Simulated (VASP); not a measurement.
# CsP4Pb (P4/mmm) in VASP: relaxation of cell and atoms with PBE

Aim: the relaxation of cell and atoms of CsP4Pb with PBE.

All numbers are computed with VASP 6.6.1; they aren't measurements. Logs are shortened: lines on timing, memory, paths and dates and some standing lists are left out, and cuts for length are marked.

### Step 1. The cell of the first run

It takes space group P4/mmm (No. 123, tetragonal). Conventional cell: a = 5.810 Å, b = 5.810 Å, c = 6.855 Å, α = 90.00°, β = 90.00°, γ = 90.00°. Within 5.0 Å of Cs (site symmetry 4/mmm) lie 8 P at 3.78 Å. Within 2.7 Å of P (site symmetry 2mm) lie 1 P at 2.01 Å. Pb (site symmetry 4/mmm) has 8 P at 3.07 Å within 4.0 Å.

### Step 2. Relaxation of cell and atoms, PBE

INCAR reads:

```
  PREC = Accurate
  ENCUT = 600
  EDIFF = 1E-6
  ISMEAR = 0
  SIGMA = 0.1
  LREAL = F
  LASPH = T
  NELM = 60
  ALGO = Normal
  ISIF = 3
  LWAVE = F
  LCHARG = F
  GGA = PE
  IBRION = 2
  NSW = 100
  EDIFFG = -0.01
```

KPOINTS reads:

```
Automatic mesh
0
Gamma
  8 8 6
```

POSCAR reads:

```
CsP4Pb
1.0
    5.8095265957      0.0000000000      0.0000000000
    0.0000000000      5.8095265957      0.0000000000
    0.0000000000      0.0000000000      6.8546499657
Cs P Pb
1 4 1
Direct
    0.5000000000      0.5000000000      0.5000000000
    0.5000000000      0.0000000000      0.1465755749
    0.0000000000      0.5000000000      0.8534244251
    0.5000000000      0.0000000000      0.8534244251
    0.0000000000      0.5000000000      0.1465755749
    0.0000000000      0.0000000000      0.0000000000
```

Potentials or basis: VASP PAW PBE potentials, release 64 (Cs_sv, P, Pb_d).

Launch:

```console
cat potpaw_PBE.64/Cs_sv/POTCAR potpaw_PBE.64/P/POTCAR potpaw_PBE.64/Pb_d/POTCAR > POTCAR
mpirun -np 1 vasp_std > vasp.out
```

OUTCAR:

```text
PREC = Accurate
   ENCUT = 600
   EDIFF = 1E-6
   ISMEAR = 0
   LREAL = F
   LASPH = T
   NELM = 60
   ISIF = 3
   GGA = PE
   IBRION = 2
   NSW = 100
   EDIFFG = -0.01

 ion  position               nearest neighbor table
   1  0.500  0.500  0.500-
   2  0.500  0.000  0.147-   4 2.01   6 3.07   6 3.07
   3  0.000  0.500  0.853-   5 2.01   6 3.07   6 3.07
   4  0.500  0.000  0.853-   2 2.01   6 3.07   6 3.07
   5  0.000  0.500  0.147-   3 2.01   6 3.07   6 3.07
   6  0.000  0.000  0.000-   2 3.07   3 3.07   4 3.07   5 3.07   3 3.07   5 3.07   2 3.07   4 3.07

  LATTYP: Found a simple tetragonal cell.
 ALAT       =     5.8095265957
 C/A-ratio  =     1.1798981987

  Lattice vectors:

 A1 = (   5.8095265957,   0.0000000000,   0.0000000000)
 A2 = (   0.0000000000,   5.8095265957,   0.0000000000)
 A3 = (   0.0000000000,   0.0000000000,   6.8546499657)

Analysis of symmetry for initial positions (statically):
=====================================================================
 Subroutine PRICEL returns:
 Original cell was already a primitive cell.

 Routine SETGRP: Setting up the symmetry group for a
 simple tetragonal supercell.

 Subroutine GETGRP returns: Found 16 space group operations
 (whereof 16 operations were pure point group operations)
 out of a pool of 16 trial point group operations.

The static configuration has the point symmetry D_4h.

Analysis of symmetry for dynamics (positions and initial velocities):
=====================================================================
 Subroutine PRICEL returns:
 Original cell was already a primitive cell.

 Routine SETGRP: Setting up the symmetry group for a
 simple tetragonal supercell.

 Subroutine GETGRP returns: Found 16 space group operations
 (whereof 16 operations were pure point group operations)
 out of a pool of 16 trial point group operations.

The dynamic configuration has the point symmetry D_4h.

 Subroutine INISYM returns: Found 16 space group operations
 (whereof 16 operations are pure point group operations),
 and found     1 'primitive' translations

----------------------------------------------------------------------------------------

                                     Primitive cell

  volume of cell :     231.3485

  direct lattice vectors                    reciprocal lattice vectors
     5.809526596  0.000000000  0.000000000     0.172131065  0.000000000  0.000000000
     0.000000000  5.809526596  0.000000000     0.000000000  0.172131065  0.000000000
[... 103 lines left out ...]
   PSTRESS=    0.0 pullay stress
   NELECT =      43.0000    total number of electrons
   NUPDOWN=      -1.0000    fix difference up-down
   EMIN   =  10.00;   EMAX   =-10.00  energy-range for DOS
   EFERMI =   0.00;   METHOD = LEGACY
   ISMEAR =     0;   SIGMA  =   0.10  broadening in eV -4-tet -1-fermi 0-gaus
   EFERMI_NEDOS =   21; number of points for ismear=-14 and -15
   IALGO  =     38    algorithm
   IMIX   =      4    mixing-type and parameters
     AMIX     =   0.40;   BMIX     =  1.00
     AMIX_MAG =   1.60;   BMIX_MAG =  1.00
  volume/ion in A,a.u.               =      38.56       260.20
  Fermi-wavevector in a.u.,A,eV,Ry     =   0.934276  1.765526 11.876151  0.872872
  Thomas-Fermi vector in A             =   2.061065
   LORBIT       =      0    0 simple, 1 ext, 2 COOP (PROOUT), +10 PAW based schemes
   GGA     = PE    functional components
   LHFCALC =     F    Hartree Fock is set to
   AEXX    =    0.0000 exact exchange contribution
   IVDW    =     0    specifies the selected vdW correction
   LEPSILON=     F    determine dielectric tensor
   LRPA    =     F    only Hartree local field effects (RPA)
 conjugate gradient relaxation of ions
 non-spin polarized calculation
 Gauss-broadening in eV      SIGMA  =   0.10
  energy-cutoff  :      600.00
  volume of cell :      231.35
 maximum number of plane-waves:      7767
 NGX is ok and might be reduce to    48
   NGX = 23   NGY = 23   NGZ = 27

--------------------------------------- Ionic step        1  -------------------------------------------

 number of electron      43.0000002 magnetization

 Free energy of the ion-electron system (eV)
  ---------------------------------------------------
  ext. energy  EPLUGINS =         0.00000000
  ---------------------------------------------------
  free energy    TOTEN  =       -25.26333509 eV

  energy without entropy =      -25.24246150  energy(sigma->0) =      -25.25289829

------------------------ aborting loop because EDIFF is reached ----------------------------------------

  FORCE on cell =-STRESS in cart. coord.  units (eV):
  Direction    XX          YY          ZZ          XY          YZ          ZX
  --------------------------------------------------------------------------------------
  -------------------------------------------------------------------------------------
  Total       -0.0514226     -0.0514226     -0.2956000      0.0000000      0.0000000      0.0000000
  in kB       -0.3561215     -0.3561215     -2.0471433      0.0000000      0.0000000      0.0000000
  external PRESSURE =      -0.9197955 kB  Pullay stress =       0.0000000 kB
[... 67 lines left out ...]
--------------------------------------- Ionic step        3  -------------------------------------------

 number of electron      43.0000002 magnetization

 Free energy of the ion-electron system (eV)
  ---------------------------------------------------
  ext. energy  EPLUGINS =         0.00000000
  ---------------------------------------------------
  free energy    TOTEN  =       -25.26362360 eV

  energy without entropy =      -25.24274700  energy(sigma->0) =      -25.25318530

 E-fermi :   2.0430     XC(G=0):  -7.4193

 val. band max:        2.0329886494   @ k =   0.1250   0.1250   0.5000
 cond. band min:       2.0451347537   @ k =   0.2500   0.2500   0.5000
 fundamental gap:      0.0121461043
 Fermi energy:         2.0429844971

 k-point     1 :       0.0000    0.0000    0.0000
  band No.  band energies     occupation
      1     -20.0154      2.00000
      2     -14.8124      2.00000
      3     -14.7154      2.00000
      4     -14.6984      2.00000
      5     -14.6946      2.00000
      6     -14.6946      2.00000
[... 661 lines left out ...]
     24       2.8341      0.00000
     25       3.8565      0.00000

 [... further k-points ...]

------------------------ aborting loop because EDIFF is reached ----------------------------------------

  FORCE on cell =-STRESS in cart. coord.  units (eV):
  Direction    XX          YY          ZZ          XY          YZ          ZX
  --------------------------------------------------------------------------------------
  -------------------------------------------------------------------------------------
  Total       -0.0398968     -0.0398968      0.0337307      0.0000000      0.0000000      0.0000000
  in kB       -0.2765485     -0.2765485      0.2338075      0.0000000      0.0000000      0.0000000
  external PRESSURE =      -0.1064298 kB  Pullay stress =       0.0000000 kB
[... 21 lines left out ...]
  FREE ENERGIE OF THE ION-ELECTRON SYSTEM (eV)
  ---------------------------------------------------
  free  energy   TOTEN  =       -25.2636235956 eV

  energy  without entropy=      -25.2427470042  energy(sigma->0) =      -25.25318530

 reached required accuracy - stopping structural energy minimisation
```

OSZICAR:

```text
N       E                     dE             d eps       ncg     rms          rms(c)
DAV:   1     0.356161731512E+03    0.35616E+03   -0.18534E+04  3000   0.159E+03
DAV:   2     0.144568819529E+02   -0.34170E+03   -0.33692E+03  3566   0.339E+02
DAV:   3    -0.247625352830E+02   -0.39219E+02   -0.38600E+02  3997   0.119E+02
DAV:   4    -0.262543397417E+02   -0.14918E+01   -0.14809E+01  3527   0.298E+01
[... 24 lines left out ...]
DAV:   2    -0.252640520983E+02    0.93796E-03   -0.55984E-03  3570   0.690E-01    0.123E-01
DAV:   3    -0.252636704683E+02    0.38163E-03   -0.99294E-04  3790   0.323E-01    0.454E-02
DAV:   4    -0.252636301359E+02    0.40332E-04   -0.11401E-04  3648   0.659E-02    0.170E-02
DAV:   5    -0.252636242223E+02    0.59136E-05   -0.11889E-05  3705   0.224E-02    0.655E-03
DAV:   6    -0.252636235956E+02    0.62672E-06   -0.14153E-06  1947   0.961E-03
   3 F= -.25263624E+02 E0= -.25253185E+02  d E =-.288510E-03
```

Run time: 23 min. Hardware: 1 thread of Intel Xeon 8259CL, shared host; peak memory 0.67 GiB.

Results:

```yaml
Free_energy: -25.2636 eV
Relaxed_volume: 38.52 Å³/atom
Relaxed_cell: a = 5.809 Å, b = 5.809 Å, c = 6.850 Å, α = 90.00°, β = 90.00°, γ = 90.00°
Space_group_after_relaxing_to_0.1_Å: P4/mmm (No. 123)
Energy_gained_by_relaxing: 0.0 meV/atom
Ionic_steps: 3
Pressure_after_relaxing: 0.0 GPa
Band_gap_on_the_k_mesh: zero (an odd number of electrons rules out a gap without spin polarisation)
```

Step by step:
| step | energy change (eV) | largest force (eV/Å) | pressure (GPa) | volume (Å³) |
| --- | --- | --- | --- | --- |
| 1 | 0.0000 | 0.0815 | -0.09 | 231.35 |
| 2 | 0.0017 | 0.2123 | 0.21 | 230.61 |
| 3 | -0.0003 | 0.0018 | -0.01 | 231.14 |

Final structure:
```xyz
6
Lattice="5.8089 0.0000 0.0000 0.0000 5.8089 0.0000 0.0000 0.0000 6.8501" Properties=species:S:1:pos:R:3 pbc="T T T"
Cs    2.9044    2.9044    3.4250
P     2.9044    0.0000    1.0030
P     5.8089    2.9044    5.8471
P     2.9044    0.0000    5.8471
P     0.0000    2.9044    1.0030
Pb    0.0000    0.0000    6.8501
```

Caveat: spin-orbit coupling is left out, which moves the levels of the heavy elements; an odd number of electrons without spin polarisation forces a metal; a magnetic or distorted state may lie lower.
